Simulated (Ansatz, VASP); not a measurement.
K: VASP beside Ansatz

Contents of POSCAR:

```
K
1.0
   -2.6699463634      2.6699463634      2.6699463634
    2.6699463634     -2.6699463634      2.6699463634
    2.6699463634      2.6699463634     -2.6699463634
K
1
Direct
    0.0000000000      0.0000000000      0.0000000000
```

File INCAR.step1:

```
ALGO = Normal ; EDIFF = 1E-4
ENCUT = 520 ; GGA = PE
ISMEAR = 0 ; LASPH = True
LCHARG = False ; LREAL = False
LWAVE = True ; NBANDS = 10
NELM = 100 ; PREC = Accurate
SIGMA = 0.2
```

The input INCAR.step2:

```
ALGO = Normal ; EDIFF = 1E-6
ENCUT = 520 ; ISIF = 2
ISMEAR = 0 ; ISTART = 1
LASPH = True ; LCHARG = False
LMIXTAU = True ; LREAL = False
LWAVE = False ; METAGGA = R2SCAN
NBANDS = 10 ; NELM = 100
PREC = Accurate ; SIGMA = 0.2
```

Contents of KPOINTS:

```
k-points
0
Gamma
  8 8 8
```

Input for Ansatz:

```yaml
crystal:
  lattice:
    - [-2.6699463634, 2.6699463634, 2.6699463634]
    - [2.6699463634, -2.6699463634, 2.6699463634]
    - [2.6699463634, 2.6699463634, -2.6699463634]
  atoms:
    - { symbol: K, position: [0.0, 0.0, 0.0] }
hamiltonian:
  xc: r2scan
  pseudopotentials:
    kind: paw
    azcp:
      K: "pseudopotentials/K.paw.azcp"
basis:
  ecutwfc: 500
  fft_grid_basis: typed
kpoints:
  mp_grid: { grid: [8, 8, 8], shift: [0, 0, 0] }
magnetization:
  spin_polarized: false
scf:
  occupations: { method: gaussian, width: 0.2 }
  lower_state_search: "off"
output:
  stress: true
```

Alike in both runs: task single point; functional r2SCAN; k mesh 8 × 8 × 8; occupations gaussian, width 0.2 eV; no spin polarisation.

```csv
,VASP,Ansatz
version,VASP 6.6.1,Ansatz 0.2.0
potentials or method,"VASP PAW PBE potentials, release 64 (K_sv), cutoff 520 eV","plane waves (500 eV) with PAW, scalar-relativistic"
valence electrons in the cell,9,9
```

|  | VASP | Ansatz | Ansatz less VASP |
| --- | --- | --- | --- |
| pressure (GPa) | 0.0 | 0.0 | +0.03 |

VASP's potentials were made for PBE, not for r2SCAN. The functional is the same, so the differences come from potentials, cutoffs and numerics.
